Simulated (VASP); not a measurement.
# Si (R-3m) in VASP: G0W0 quasiparticle levels with PBE

Aim: the G0W0 quasiparticle levels of Si with PBE.

All numbers are computed with VASP 6.6.1; they aren't measurements. Logs are shortened: lines on timing, memory, paths and dates and some standing lists are left out, and cuts for length are marked.

**1. The cell of the first run**

It takes space group R-3m (No. 166, trigonal). Conventional cell: a = 3.811 Å, b = 3.811 Å, c = 9.470 Å, α = 90.00°, β = 90.00°, γ = 120.00°. Within 3.1 Å of Si (site symmetry 3m) lie 4 Si at 2.34 to 2.36 Å.

**2. G0W0 quasiparticle levels, PBE**

The input, POSCAR:

```
Si
1.0
    0.0258862294      2.7207839361      2.7207839361
    2.7207839361      0.0258862294      2.7207839361
    2.7207839361      2.7207839361      0.0258862294
Si
2
Direct
    0.0006120971      0.0006120971      0.0006120971
    0.2493879029      0.2493879029      0.2493879029
```

The input, INCAR.step1:

```
  PREC = Accurate
  ENCUT = 500
  EDIFF = 1E-8
  ISMEAR = 0
  SIGMA = 0.01
  LREAL = F
  LASPH = T
  NELM = 60
  ALGO = Normal
  LWAVE = T
  LCHARG = F
  GGA = PE
```

The input, INCAR.step2:

```
  PREC = Accurate
  ENCUT = 500
  EDIFF = 1E-8
  ISMEAR = 0
  SIGMA = 0.01
  LREAL = F
  LASPH = T
  NELM = 1
  ALGO = Exact
  LWAVE = T
  LCHARG = F
  GGA = PE
  NBANDS = 169
  LOPTICS = T
  ISTART = 1
```

The input, INCAR.step3:

```
  PREC = Accurate
  ENCUT = 500
  EDIFF = 1E-8
  ISMEAR = 0
  SIGMA = 0.01
  LREAL = F
  LASPH = T
  ALGO = EVGW0
  LWAVE = F
  LCHARG = F
  GGA = PE
  NELMGW = 1
  NBANDS = 169
  ENCUTGW = 150.0
  NOMEGA = 48
  PRECFOCK = Fast
  ISTART = 1
  NBANDSGW = 12
```

The input, KPOINTS:

```
regular mesh
0
Gamma
  4 4 4
```

Potentials or basis: VASP PAW PBE potentials, release 64 (Si_GW).

Started as:

```console
$ cat potpaw_PBE.64/Si_GW/POTCAR > POTCAR
$ cp INCAR.step1 INCAR
$ mpirun -np 1 vasp_std > vasp.out
$ cp INCAR.step2 INCAR
$ mpirun -np 1 vasp_std > vasp.out
$ cp INCAR.step3 INCAR
$ mpirun -np 1 vasp_std > vasp.out
```

OUTCAR:

```text
PREC = Accurate
   ENCUT = 500
   EDIFF = 1E-8
   ISMEAR = 0
   LREAL = F
   LASPH = T
   GGA = PE
   NELMGW = 1
   ENCUTGW = 150.0
   PRECFOCK = Fast
   ISTART = 1

 ion  position               nearest neighbor table
   1  0.001  0.001  0.001-   2 2.34   2 2.34   2 2.34   2 2.36
   2  0.249  0.249  0.249-   1 2.34   1 2.34   1 2.34   1 2.36

  LATTYP: Found a trigonal (rhomboedric) cell.
 ALAT       =     3.8478566177
 COS(alpha) =     0.5094911941

  Lattice vectors:

 A1 = (   0.0258862294,   2.7207839361,   2.7207839361)
 A2 = (   2.7207839361,   0.0258862294,   2.7207839361)
 A3 = (   2.7207839361,   2.7207839361,   0.0258862294)

Analysis of symmetry for initial positions (statically):
=====================================================================
 Subroutine PRICEL returns:
 Original cell was already a primitive cell.

 Routine SETGRP: Setting up the symmetry group for a
 trigonal (rhombohedral) supercell.

 Subroutine GETGRP returns: Found 12 space group operations
 (whereof  6 operations were pure point group operations)
 out of a pool of 12 trial point group operations.

The static configuration has the point symmetry C_3v.
 The point group associated with its full space group is D_3d.

Analysis of symmetry for dynamics (positions and initial velocities):
=====================================================================
 Subroutine PRICEL returns:
 Original cell was already a primitive cell.

 Routine SETGRP: Setting up the symmetry group for a
 trigonal (rhombohedral) supercell.

 Subroutine GETGRP returns: Found 12 space group operations
 (whereof  6 operations were pure point group operations)
 out of a pool of 12 trial point group operations.

The dynamic configuration has the point symmetry C_3v.
 The point group associated with its full space group is D_3d.

 Subroutine INISYM returns: Found 12 space group operations
 (whereof  6 operations are pure point group operations),
 and found     1 'primitive' translations

----------------------------------------------------------------------------------------

                                     Primitive cell

  volume of cell :      39.7072

  direct lattice vectors                    reciprocal lattice vectors
     0.025886229  2.720783936  2.720783936    -0.186414238  0.184657361  0.184657361
     2.720783936  0.025886229  2.720783936     0.184657361 -0.186414238  0.184657361
     2.720783936  2.720783936  0.025886229     0.184657361  0.184657361 -0.186414238

  length of vectors
     3.847856618  3.847856618  3.847856618     0.320853471  0.320853471  0.320853471

  position of ions in fractional coordinates (direct lattice)
     0.000612097  0.000612097  0.000612097
     0.249387903  0.249387903  0.249387903

  ion indices of the primitive-cell ions
   primitive index   ion index
                 1           1
                 2           2

----------------------------------------------------------------------------------------

 KPOINTS: regular mesh

Automatic generation of k-mesh.
 Grid dimensions read from file:
 generate k-points for:    4    4    4

 Generating k-lattice:

  Cartesian coordinates                     Fractional coordinates (reciprocal lattice)
    -0.046603559  0.046164340  0.046164340     0.250000000  0.000000000  0.000000000
     0.046164340 -0.046603559  0.046164340     0.000000000  0.250000000  0.000000000
     0.046164340  0.046164340 -0.046603559     0.000000000  0.000000000  0.250000000

  Length of vectors
     0.080213368  0.080213368  0.080213368

  Shift w.r.t. Gamma in fractional coordinates (k-lattice)
     0.000000000  0.000000000  0.000000000

 Subroutine IBZKPT returns following result:
 ===========================================

 Found     13 irreducible k-points:

 Following reciprocal coordinates:
            Coordinates               Weight
  0.000000  0.000000  0.000000      1.000000
  0.250000  0.000000  0.000000      6.000000
  0.500000  0.000000  0.000000      3.000000
  0.250000  0.250000  0.000000      6.000000
  0.500000  0.250000  0.000000     12.000000
 -0.250000  0.250000  0.000000      6.000000
  0.500000  0.500000  0.000000      3.000000
  0.250000  0.250000  0.250000      2.000000
  0.500000  0.250000  0.250000      6.000000
 -0.250000  0.250000  0.250000      6.000000
  0.500000  0.500000  0.250000      6.000000
 -0.250000  0.500000  0.250000      6.000000
  0.500000  0.500000  0.500000      1.000000
   k-points           NKPTS =     13   k-points in BZ     NKDIM =     64   number of bands    NBANDS=    169
   number of dos      NEDOS =    301   number of ions     NIONS =      2
   total plane-waves  NPLWV =  21952
   dimension x,y,z NGX =    28 NGY =   28 NGZ =   28
   dimension x,y,z NGXF=    56 NGYF=   56 NGZF=   56
   ions per type =               2
   NGX,Y,Z   is equivalent  to a cutoff of  12.10, 12.10, 12.10 a.u.
   NGXF,Y,Z  is equivalent  to a cutoff of  24.19, 24.19, 24.19 a.u.
 SYSTEM =  unknown system
   PREC   = accura    normal or accurate (medium, high low for compatibility)
   ISTART =      1    job   : 0-new  1-cont  2-samecut
   ICHARG =      0    charge: 1-file 2-atom 10-const
   ISPIN  =      1    spin polarized calculation?
   LNONCOLLINEAR =      F non collinear calculations
   LSORBIT =      F    spin-orbit coupling
   LASPH  =      T    aspherical Exc in radial PAW
   ENCUT  =  500.0 eV  36.75 Ry    6.06 a.u.   7.02  7.02  7.02*2*pi/ulx,y,z
   NELM   =     60;   NELMIN=  2; NELMDL=  0     # of ELM steps
   EDIFF  = 0.1E-07   stopping-criterion for ELM
   LREAL  =      F    real-space projection
   EDIFFG = 0.1E-06   stopping-criterion for IOM
   NSW    =      0    number of steps for IOM
   IBRION =     -1    ionic relax: 0-MD 1-quasi-New 2-CG
   NFREE  =      0    steps in history (QN), initial steepest desc. (CG)
   ISIF   =      0    stress and relaxation
   ISYM   =      3    0-nonsym 1-usesym 2-fastsym
   POTIM  = 0.5000    time-step for ionic-motion
   TEBEG  =    0.0;   TEEND  =   0.0 temperature during run
   PSTRESS=    0.0 pullay stress
   NELECT =       8.0000    total number of electrons
   NUPDOWN=      -1.0000    fix difference up-down
   EMIN   =  10.00;   EMAX   =-10.00  energy-range for DOS
   EFERMI =   0.00;   METHOD = LEGACY
   ISMEAR =     0;   SIGMA  =   0.01  broadening in eV -4-tet -1-fermi 0-gaus
   EFERMI_NEDOS =   21; number of points for ismear=-14 and -15
   IALGO  =     38    algorithm
   IMIX   =      4    mixing-type and parameters
     AMIX     =   0.40;   BMIX     =  1.00
     AMIX_MAG =   1.60;   BMIX_MAG =  1.00
  volume/ion in A,a.u.               =      19.85       133.98
  Fermi-wavevector in a.u.,A,eV,Ry     =   0.959728  1.813623 12.532030  0.921078
  Thomas-Fermi vector in A             =   2.088950
   LORBIT       =      0    0 simple, 1 ext, 2 COOP (PROOUT), +10 PAW based schemes
   GGA     = PE    functional components
   LHFCALC =     T    Hartree Fock is set to
   PRECFOCK=fast      Normal, Fast or Accurate (Low or Medium for compatibility)
   ENCUT4O =  -1.0   cutoff for four orbital integrals eV
   NKREDX  =     1    reduce k-point grid by
   NKREDY  =     1    reduce k-point grid by
   NKREDZ  =     1    reduce k-point grid by
   AEXX    =    1.0000 exact exchange contribution
   HFSCREEN=    0.0000 screening length (either q_TF or 0.3 A-1)
   HFSCREENC=   0.0000 screening length for correlation (either q_TF or 0.3 A-1)
   ENCUTFOCK=  -1.0 apply spherical cutoff to Coloumb kernel
   IVDW    =     0    specifies the selected vdW correction
   LEPSILON=     F    determine dielectric tensor
   LRPA    =     F    only Hartree local field effects (RPA)
   LRPAFORCE           =     F    calculate RPA forces
   ENCUTGW             = 150.0    cutoff for response function in eV
   ENCUTGWSOFT         = 120.0    soft cutoff for Coulomb kernel in GW response function in eV
   ENCUTLF             =  -1.0    cutoff for local field effects
   NELMGW              =     1    number of iterations in solving QP/BSE equation
   NELMHF              =     1    number of iterations in the inner HF iteration
   NKREDLFX            =     1    NKREDLFY  =   1   NKREDLFZ  =   1
 non-spin polarized calculation
 Gauss-broadening in eV      SIGMA  =   0.01
  energy-cutoff  :      500.00
  volume of cell :       39.71
 maximum number of plane-waves:      1020
  NGX = 16; NGY = 16; NGZ = 16
   NGX = 13   NGY = 13   NGZ = 13
 maximum number of plane-waves:       170

 QP shifts <psi_nk| G(iteration)W_0 |psi_nk>: iteration 1
 for sc-GW calculations column KS-energies equals QP-energies in previous step
 and V_xc(KS)=  KS-energies - (<T + V_ion + V_H > + <T+V_H+V_ion>^1  + <V_x>^1)

 k-point   1 :       0.0000    0.0000    0.0000
  band No.  KS-energies  QP-energies   sigma(KS)   V_xc(KS)     V^pw_x(r,r')   Z            occupation Imag(sigma)

      1      -6.4399      -6.9763     -11.2588     -10.4718     -17.5320       0.6815       2.0000       1.1367
      2       5.4984       4.9494     -12.1355     -11.4082     -13.0373       0.7548       2.0000       0.0065
      3       5.6351       5.0853     -12.1879     -11.4608     -13.0764       0.7561       2.0000       0.0064
      4       5.6351       5.0853     -12.1879     -11.4608     -13.0764       0.7561       2.0000       0.0064
      5       8.0016       8.0977     -10.0010     -10.1285      -5.6325       0.7541       0.0000      -0.1320
      6       8.1914       8.2868     -10.0048     -10.1318      -5.5855       0.7518       0.0000      -0.1316
      7       8.1914       8.2868     -10.0048     -10.1318      -5.5855       0.7518       0.0000      -0.1316
      8       9.0766       9.2895     -10.7518     -11.0377      -5.7902       0.7447       0.0000      -0.1376
      9      13.2981      13.4598      -9.8252     -10.0412      -4.2192       0.7485       0.0000      -0.2597
     10      13.2981      13.4598      -9.8252     -10.0412      -4.2192       0.7485       0.0000      -0.2597
     11      13.5798      13.3376      -8.0879      -7.7730      -2.6180       0.7693       0.0000      -0.3322
     12      16.8398      16.6931      -8.5575      -8.3651      -2.2544       0.7627       0.0000      -0.6405

 k-point   2 :       0.2500    0.0000    0.0000
  band No.  KS-energies  QP-energies   sigma(KS)   V_xc(KS)     V^pw_x(r,r')   Z            occupation Imag(sigma)
[... 177 lines left out ...]
      1      -4.1569      -4.7144     -11.6778     -10.8794     -16.9512       0.6983       2.0000       0.7774
      2      -1.4580      -2.0398     -11.0359     -10.2037     -14.8862       0.6991       2.0000       0.3185
      3       4.4600       3.8793     -11.9695     -11.1924     -13.2767       0.7473       2.0000       0.0005
      4       4.4600       3.8793     -11.9695     -11.1924     -13.2767       0.7473       2.0000       0.0005
      5       7.2949       7.3653     -10.0751     -10.1675      -5.7849       0.7620       0.0000      -0.1177
      6       8.9711       9.0563      -9.6208      -9.7336      -4.9560       0.7559       0.0000      -0.1440
      7       8.9711       9.0563      -9.6208      -9.7336      -4.9560       0.7559       0.0000      -0.1440
      8      13.4221      13.1865      -8.1042      -7.7920      -2.3705       0.7550       0.0000      -0.3465
      9      16.0779      16.1469     -10.0977     -10.1915      -3.6531       0.7368       0.0000      -0.5282
     10      16.0779      16.1469     -10.0977     -10.1915      -3.6531       0.7368       0.0000      -0.5282
     11      16.8854      16.9410     -10.0491     -10.1249      -3.3910       0.7337       0.0000      -0.6315
     12      16.8854      16.9410     -10.0491     -10.1249      -3.3910       0.7337       0.0000      -0.6315
```

It took 4.8 min on 1 thread of Intel Xeon 8259CL, shared host; peak memory 0.45 GiB.

What came out:

```
Quasiparticle gap                                   : 1.06 eV
Least direct quasiparticle gap                      : 3.01 eV
Band gap of the starting levels on the mesh         : 0.56 eV
Least direct gap of the starting levels on the mesh : 2.37 eV
```

Caveat: the k points lie up to 0.50 Å⁻¹ apart; bands, screening cutoff and mesh are small and nothing is extrapolated, so the quasiparticle values aren't converged.
